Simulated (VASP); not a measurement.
# CoSi2 (Fm-3m) in VASP: further runs

Runs on CoSi2. Level: r2SCAN. Tasks: relaxation of cell and atoms, single point.

All numbers are computed with VASP 6.6.1; they aren't measurements. Logs are shortened: lines on timing, memory, paths and dates and some standing lists are left out, and cuts for length are marked.

## (1) The cell of the first run

It takes space group Fm-3m (No. 225, cubic). The conventional cell has a = 5.315 Å, b = 5.315 Å, c = 5.315 Å, α = 90.00°, β = 90.00°, γ = 90.00°. Co (site symmetry m-3m) has 8 Si at 2.30 Å within 3.0 Å. Within 3.0 Å of Si (site symmetry -43m) lie 4 Co at 2.30 Å and 6 Si at 2.66 Å.

## (2) Relaxation of cell and atoms, r2SCAN

File POSCAR:

```
CoSi2
1.0
    0.0000000000      2.6573711548      2.6573711548
    2.6573711548      0.0000000000      2.6573711548
    2.6573711548      2.6573711548      0.0000000000
Co Si
1 2
Direct
    0.0000000000      0.0000000000      0.0000000000
    0.2500000000      0.2500000000      0.2500000000
    0.7500000000      0.7500000000      0.7500000000
```

File INCAR.step1:

```
SYSTEM = CoSi2
  PREC = Accurate
  ENCUT = 600
  ISMEAR = 0
  SIGMA = 0.05
  LREAL = .FALSE.
  LASPH = .TRUE.
  NELM = 60
  GGA = PE
  ALGO = Normal
  EDIFF = 1E-4
  LWAVE = .TRUE.
  LCHARG = .FALSE.
```

File INCAR.step2:

```
SYSTEM = CoSi2
  PREC = Accurate
  ENCUT = 600
  EDIFF = 1E-6
  ISMEAR = 0
  SIGMA = 0.05
  LREAL = .FALSE.
  LASPH = .TRUE.
  NELM = 60
  ALGO = Normal
  ISIF = 3
  LWAVE = .FALSE.
  LCHARG = .FALSE.
  METAGGA = R2SCAN
  LMIXTAU = .TRUE.
  IBRION = 2
  NSW = 50
  EDIFFG = -0.01
  ISTART = 1
```

File KPOINTS:

```
regular mesh
0
G
  14 14 14
  0 0 0
```

Potentials or basis: VASP PAW PBE potentials, release 64 (Co, Si).

Command:

```bash
$ cat potpaw_PBE.64/Co/POTCAR potpaw_PBE.64/Si/POTCAR > POTCAR
$ cp INCAR.step1 INCAR
$ mpirun -np 1 vasp_std > vasp.out
$ cp INCAR.step2 INCAR
$ mpirun -np 1 vasp_std > vasp.out
```

OUTCAR:

```text
SYSTEM = CoSi2
   PREC = Accurate
   ENCUT = 600
   EDIFF = 1E-6
   ISMEAR = 0
   LREAL = .FALSE.
   LASPH = .TRUE.
   NELM = 60
   ISIF = 3
   METAGGA = R2SCAN
   IBRION = 2
   NSW = 50
   EDIFFG = -0.01
   ISTART = 1

 ion  position               nearest neighbor table
   1  0.000  0.000  0.000-   3 2.30   3 2.30   3 2.30   2 2.30   3 2.30   2 2.30   2 2.30   2 2.30

   2  0.250  0.250  0.250-   1 2.30   1 2.30   1 2.30   1 2.30   3 2.66   3 2.66   3 2.66   3 2.66
                             3 2.66   3 2.66
   3  0.750  0.750  0.750-   1 2.30   1 2.30   1 2.30   1 2.30   2 2.66   2 2.66   2 2.66   2 2.66
                             2 2.66   2 2.66

  LATTYP: Found a face centered cubic cell.
 ALAT       =     5.3147423096

  Lattice vectors:

 A1 = (   0.0000000000,   2.6573711548,   2.6573711548)
 A2 = (   2.6573711548,   0.0000000000,   2.6573711548)
 A3 = (   2.6573711548,   2.6573711548,   0.0000000000)

Analysis of symmetry for initial positions (statically):
=====================================================================
 Subroutine PRICEL returns:
 Original cell was already a primitive cell.

 Routine SETGRP: Setting up the symmetry group for a
 face centered cubic supercell.

 Subroutine GETGRP returns: Found 48 space group operations
 (whereof 48 operations were pure point group operations)
 out of a pool of 48 trial point group operations.

The static configuration has the point symmetry O_h .

Analysis of symmetry for dynamics (positions and initial velocities):
=====================================================================
 Subroutine PRICEL returns:
 Original cell was already a primitive cell.

 Routine SETGRP: Setting up the symmetry group for a
 face centered cubic supercell.

 Subroutine GETGRP returns: Found 48 space group operations
 (whereof 48 operations were pure point group operations)
 out of a pool of 48 trial point group operations.

The dynamic configuration has the point symmetry O_h .

 Subroutine INISYM returns: Found 48 space group operations
 (whereof 48 operations are pure point group operations),
 and found     1 'primitive' translations

----------------------------------------------------------------------------------------

                                     Primitive cell

  volume of cell :      37.5307

  direct lattice vectors                    reciprocal lattice vectors
     0.000000000  2.657371155  2.657371155    -0.188155877  0.188155877  0.188155877
     2.657371155  0.000000000  2.657371155     0.188155877 -0.188155877  0.188155877
     2.657371155  2.657371155  0.000000000     0.188155877  0.188155877 -0.188155877

  length of vectors
     3.758090327  3.758090327  3.758090327     0.325895539  0.325895539  0.325895539

  position of ions in fractional coordinates (direct lattice)
     0.000000000  0.000000000  0.000000000
     0.250000000  0.250000000  0.250000000
     0.750000000  0.750000000  0.750000000

  ion indices of the primitive-cell ions
   primitive index   ion index
                 1           1
                 2           2
                 3           3

----------------------------------------------------------------------------------------

 KPOINTS: regular mesh

Automatic generation of k-mesh.
 Grid dimensions read from file:
 generate k-points for:   14   14   14

 Generating k-lattice:

  Cartesian coordinates                     Fractional coordinates (reciprocal lattice)
    -0.013439705  0.013439705  0.013439705     0.071428571  0.000000000  0.000000000
     0.013439705 -0.013439705  0.013439705     0.000000000  0.071428571  0.000000000
     0.013439705  0.013439705 -0.013439705     0.000000000  0.000000000  0.071428571

  Length of vectors
     0.023278253  0.023278253  0.023278253

  Shift w.r.t. Gamma in fractional coordinates (k-lattice)
     0.000000000  0.000000000  0.000000000

 Subroutine IBZKPT returns following result:
 ===========================================

 Found    104 irreducible k-points:

 Following reciprocal coordinates:
            Coordinates               Weight
  0.000000  0.000000  0.000000      1.000000
  0.071429  0.000000  0.000000      8.000000
  0.142857  0.000000  0.000000      8.000000
  0.214286  0.000000  0.000000      8.000000
  0.285714  0.000000  0.000000      8.000000
  0.357143  0.000000  0.000000      8.000000
[... 16 lines left out ...]
  0.214286  0.142857  0.000000     24.000000
  0.285714  0.142857  0.000000     24.000000
 [... further k-points ...]
   k-points           NKPTS =    104   k-points in BZ     NKDIM =    104   number of bands    NBANDS=     12
   number of dos      NEDOS =    301   number of ions     NIONS =      3
   total plane-waves  NPLWV =  27000
   dimension x,y,z NGX =    30 NGY =   30 NGZ =   30
   dimension x,y,z NGXF=    60 NGYF=   60 NGZF=   60
   ions per type =               1   2
   NGX,Y,Z   is equivalent  to a cutoff of  13.27, 13.27, 13.27 a.u.
   NGXF,Y,Z  is equivalent  to a cutoff of  26.54, 26.54, 26.54 a.u.
 SYSTEM =  CoSi2
   PREC   = accura    normal or accurate (medium, high low for compatibility)
   ISTART =      1    job   : 0-new  1-cont  2-samecut
   ICHARG =      0    charge: 1-file 2-atom 10-const
   ISPIN  =      1    spin polarized calculation?
   LNONCOLLINEAR =      F non collinear calculations
   LSORBIT =      F    spin-orbit coupling
   LASPH  =      T    aspherical Exc in radial PAW
   ENCUT  =  600.0 eV  44.10 Ry    6.64 a.u.   7.51  7.51  7.51*2*pi/ulx,y,z
   NELM   =     60;   NELMIN=  2; NELMDL=  0     # of ELM steps
   EDIFF  = 0.1E-05   stopping-criterion for ELM
   LREAL  =      F    real-space projection
   EDIFFG = -.1E-01   stopping-criterion for IOM
   NSW    =     50    number of steps for IOM
   IBRION =      2    ionic relax: 0-MD 1-quasi-New 2-CG
   NFREE  =      1    steps in history (QN), initial steepest desc. (CG)
   ISIF   =      3    stress and relaxation
   ISYM   =      2    0-nonsym 1-usesym 2-fastsym
   POTIM  = 0.5000    time-step for ionic-motion
   TEBEG  =    0.0;   TEEND  =   0.0 temperature during run
   PSTRESS=    0.0 pullay stress
   NELECT =      17.0000    total number of electrons
   NUPDOWN=      -1.0000    fix difference up-down
   EMIN   =  10.00;   EMAX   =-10.00  energy-range for DOS
   EFERMI =   0.00;   METHOD = LEGACY
   ISMEAR =     0;   SIGMA  =   0.05  broadening in eV -4-tet -1-fermi 0-gaus
   EFERMI_NEDOS =   21; number of points for ismear=-14 and -15
   IALGO  =     38    algorithm
   IMIX   =      4    mixing-type and parameters
     AMIX     =   0.40;   BMIX     =  1.00
     AMIX_MAG =   1.60;   BMIX_MAG =  1.00
  volume/ion in A,a.u.               =      12.51        84.42
  Fermi-wavevector in a.u.,A,eV,Ry     =   1.257271  2.375898 21.507145  1.580731
  Thomas-Fermi vector in A             =   2.390938
   LORBIT       =      0    0 simple, 1 ext, 2 COOP (PROOUT), +10 PAW based schemes
   METAGGA = R2SCAN    functional components
   LHFCALC =     F    Hartree Fock is set to
   AEXX    =    0.0000 exact exchange contribution
   IVDW    =     0    specifies the selected vdW correction
   LEPSILON=     F    determine dielectric tensor
   LRPA    =     F    only Hartree local field effects (RPA)
 conjugate gradient relaxation of ions
 non-spin polarized calculation
 Gauss-broadening in eV      SIGMA  =   0.05
  energy-cutoff  :      600.00
  volume of cell :       37.53
 maximum number of plane-waves:      1275
   NGX = 15   NGY = 15   NGZ = 15

 number of electron      17.0000001 magnetization

 Free energy of the ion-electron system (eV)
  ---------------------------------------------------
  ext. energy  EPLUGINS =         0.00000000
  ---------------------------------------------------
  free energy    TOTEN  =       -32.00928646 eV

  energy without entropy =      -32.00765297  energy(sigma->0) =      -32.00846972

 E-fermi :  10.3262     XC(G=0): -12.6581

 val. band max:       10.3206671130   @ k =  -0.2857   0.2143   0.0714
 cond. band min:      10.3325874614   @ k =   0.3571   0.0714   0.0000
 fundamental gap:      0.0119203484
 Fermi energy:        10.3261757800

 k-point     1 :       0.0000    0.0000    0.0000
  band No.  band energies     occupation
      1      -3.6589      2.00000
      2       5.9486      2.00000
      3       5.9486      2.00000
      4       5.9486      2.00000
      5       8.2187      2.00000
      6       8.2187      2.00000
      7      11.8138      0.00000
      8      13.9155      0.00000
      9      13.9155      0.00000
     10      14.0345      0.00000
     11      14.0345      0.00000
     12      14.0345      0.00000

 k-point     2 :       0.0714    0.0000    0.0000
  band No.  band energies     occupation
      1      -3.5758      2.00000
      2       5.7571      2.00000
      3       5.9786      2.00000
      4       5.9787      2.00000
      5       8.1938      2.00000
      6       8.1938      2.00000
      7      11.7899      0.00000
      8      12.7139      0.00000
      9      13.2835      0.00000
     10      13.2835      0.00000
     11      14.6936      0.00000
     12      14.6936      0.00000

 k-point     3 :       0.1429    0.0000    0.0000
  band No.  band energies     occupation
      1      -3.3274      2.00000
      2       5.2225      2.00000
      3       6.0633      2.00000
      4       6.0633      2.00000
      5       8.1345      2.00000
      6       8.1345      2.00000
      7      10.9463      0.00000
      8      12.6083      0.00000
      9      12.6132      0.00000
     10      12.6132      0.00000
     11      15.0816      0.00000
     12      15.0816      0.00000

 k-point     4 :       0.2143    0.0000    0.0000
  band No.  band energies     occupation
      1      -2.9174      2.00000
      2       4.4248      2.00000
      3       6.1847      2.00000
      4       6.1847      2.00000
      5       8.0821      2.00000
      6       8.0821      2.00000
      7       9.8857      2.00000
      8      11.9278      0.00000
      9      11.9278      0.00000
     10      13.0148      0.00000
     11      14.7339      0.00000
     12      14.7339      0.00000

 k-point     5 :       0.2857    0.0000    0.0000
  band No.  band energies     occupation
      1      -2.3523      2.00000
      2       3.4469      2.00000
      3       6.3112      2.00000
      4       6.3112      2.00000
      5       8.0930      2.00000
      6       8.0930      2.00000
      7       9.0548      2.00000
      8      11.2314      0.00000
      9      11.2314      0.00000
     10      13.3733      0.00000
     11      14.3873      0.00000
     12      14.3873      0.00000
[... 228 lines left out ...]
      1      -3.4376      2.00000
      2       5.5027      2.00000
      3       5.9428      2.00000
      4       6.0661      2.00000
      5       8.0915      2.00000
      6       8.2183      2.00000
      7      11.6065      0.00000
      8      11.8586      0.00000
      9      12.8018      0.00000
     10      13.7303      0.00000
     11      14.0764      0.00000
     12      15.5839      0.00000

 k-point    22 :       0.1429    0.1429    0.0000
  band No.  band energies     occupation
      1      -3.2170      2.00000
      2       5.3384      2.00000
      3       5.9667      2.00000
      4       5.9667      2.00000
      5       7.7950      2.00000
      6       8.3315      2.00000
      7      11.4656      0.00000
      8      11.4656      0.00000
      9      11.9961      0.00000
     10      12.2741      0.00000
     11      14.5438      0.00000
     12      15.1644      0.00000

 k-point    23 :       0.2143    0.1429    0.0000
  band No.  band energies     occupation
      1      -2.9159      2.00000
      2       4.8896      2.00000
      3       6.0048      2.00000
      4       6.0538      2.00000
      5       7.5606      2.00000
      6       8.3737      2.00000
      7      10.4371      0.00171
      8      10.9384      0.00000
      9      11.6698      0.00000
     10      12.3476      0.00000
     11      14.4390      0.00000
     12      15.5256      0.00000

 k-point    24 :       0.2857    0.1429    0.0000
  band No.  band energies     occupation
      1      -2.4563      2.00000
      2       4.1536      2.00000
      3       6.0861      2.00000
      4       6.1812      2.00000
      5       7.3541      2.00000
      6       8.4187      2.00000
      7       9.3921      2.00000
      8      10.4432      0.00093
      9      11.1322      0.00000
     10      12.6551      0.00000
     11      14.8553      0.00000
     12      15.7269      0.00000

 [... further k-points ...]

------------------------ aborting loop because EDIFF is reached ----------------------------------------

  FORCE on cell =-STRESS in cart. coord.  units (eV):
  Direction    XX          YY          ZZ          XY          YZ          ZX
  --------------------------------------------------------------------------------------
  -------------------------------------------------------------------------------------
  Total       -0.0233606     -0.0233606     -0.0233606      0.0000000     -0.0000000     -0.0000000
  in kB       -0.9972568     -0.9972568     -0.9972568      0.0000000     -0.0000000     -0.0000000
  external PRESSURE =      -0.9972568 kB  Pullay stress =       0.0000000 kB

 VOLUME and BASIS-vectors are now :
 -----------------------------------------------------------------------------
  energy-cutoff  :      600.00
  volume of cell :       37.53
      direct lattice vectors                 reciprocal lattice vectors
     0.000000000  2.657371155  2.657371155    -0.188155877  0.188155877  0.188155877
     2.657371155  0.000000000  2.657371155     0.188155877 -0.188155877  0.188155877
     2.657371155  2.657371155  0.000000000     0.188155877  0.188155877 -0.188155877

 POSITION                                       TOTAL-FORCE (eV/Angst)
 -----------------------------------------------------------------------------------
      0.00000      0.00000      0.00000         0.000000     -0.000000      0.000000
      1.32869      1.32869      1.32869         0.000000     -0.000000      0.000000
      3.98606      3.98606      3.98606        -0.000000      0.000000     -0.000000
 -----------------------------------------------------------------------------------
    total drift:                                0.000000     -0.000000     -0.000000

  FREE ENERGIE OF THE ION-ELECTRON SYSTEM (eV)
  ---------------------------------------------------
  free  energy   TOTEN  =       -32.0092864615 eV

  energy  without entropy=      -32.0076529740  energy(sigma->0) =      -32.00846972

 reached required accuracy - stopping structural energy minimisation
```

It took 8 min on 1 thread of Intel Xeon 8259CL, shared host; peak memory 0.22 GiB.

Results:

```yaml
Free_energy: -32.0093 eV
Pressure_after_relaxing: -0.1 GPa
Band_gap_on_the_k_mesh: zero (an odd number of electrons rules out a gap without spin polarisation)
```

Final structure:
```yaml
crystal:
  lattice:
    - [0.00000, 2.65737, 2.65737]
    - [2.65737, 0.00000, 2.65737]
    - [2.65737, 2.65737, 0.00000]
  atoms:
    - { symbol: Co, position: [0.00000, 0.00000, 0.00000] }
    - { symbol: Si, position: [0.25000, 0.25000, 0.25000] }
    - { symbol: Si, position: [0.75000, 0.75000, 0.75000] }
```

Caveat: the relaxation stopped at its first step, so nothing moved; the PAW data sets were made with another functional, which shifts forces and pressure a little; the run has no spin polarisation, though such a crystal can be magnetic.

[end of part 1 of 2]
